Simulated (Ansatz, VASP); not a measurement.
**HgTe: VASP beside Ansatz**

INCAR

```
ALGO     = Normal         # electronic algorithm
EDIFF    = 1E-7           # SCF threshold, eV
ENCUT    = 520            # plane-wave cutoff, eV
GGA      = PE             # functional
ISIF     = 2              # what is computed and relaxed
ISMEAR   = 1              # smearing method
LASPH    = True           # aspherical terms in the spheres
LCHARG   = False          # write CHGCAR
LREAL    = False          # projectors in reciprocal space
LWAVE    = False          # write WAVECAR
NBANDS   = 16             # bands
NELM     = 80             # most SCF steps
PREC     = Accurate       # precision mode
SIGMA    = 0.5            # smearing width, eV
```

KPOINTS

```
k-points
0
Gamma
  4 4 4
```

The input POSCAR:

```
HgTe
1.0
    0.0000000000      3.2891972858      3.2891972858
    3.2891972858      0.0000000000      3.2891972858
    3.2891972858      3.2891972858      0.0000000000
Hg Te
1 1
Direct
    0.0000000000      0.0000000000      0.0000000000
    0.2500000000      0.2500000000      0.2500000000
```

Input for Ansatz:

```yaml
crystal:
  lattice:
    - [0.0, 3.2891972858, 3.2891972858]
    - [3.2891972858, 0.0, 3.2891972858]
    - [3.2891972858, 3.2891972858, 0.0]
  atoms:
    - { symbol: Hg, position: [0.0, 0.0, 0.0] }
    - { symbol: Te, position: [0.25, 0.25, 0.25] }
kpoints:
  mp_grid: { grid: [4, 4, 4] }
hamiltonian:
  xc: pbe
scf:
  occupations: { method: cold, width: 0.5 }
  n_extra_bands: 4
output:
  forces: true
  stress: true
  eigenvalues: true
```

Alike in both runs: task single point; functional PBE; k mesh 4 × 4 × 4; no spin polarisation.

|  | VASP | Ansatz |
| --- | --- | --- |
| version | VASP 6.6.1 | Ansatz 0.2.0 |
| potentials or method | VASP PAW PBE potentials, release 64 (Hg, Te) | plane waves |
| plane-wave cutoff (eV) | 520 | 420 |
| occupations | methfessel-paxton of order 1, width 0.5 eV | cold, width 0.5 eV |
| valence electrons in the cell | 18 | 36 |

|  | VASP | Ansatz | Ansatz less VASP |
| --- | --- | --- | --- |
| pressure (GPa) | 1.6 | 1.4 | -0.17 |

VASP's potentials hold 18 valence electrons a cell and Ansatz's 36, so a difference there can come from the potentials and not from the codes.

The k mesh is coarse, so the values compare programs but aren't converged. Neither program's run includes spin-orbit coupling.
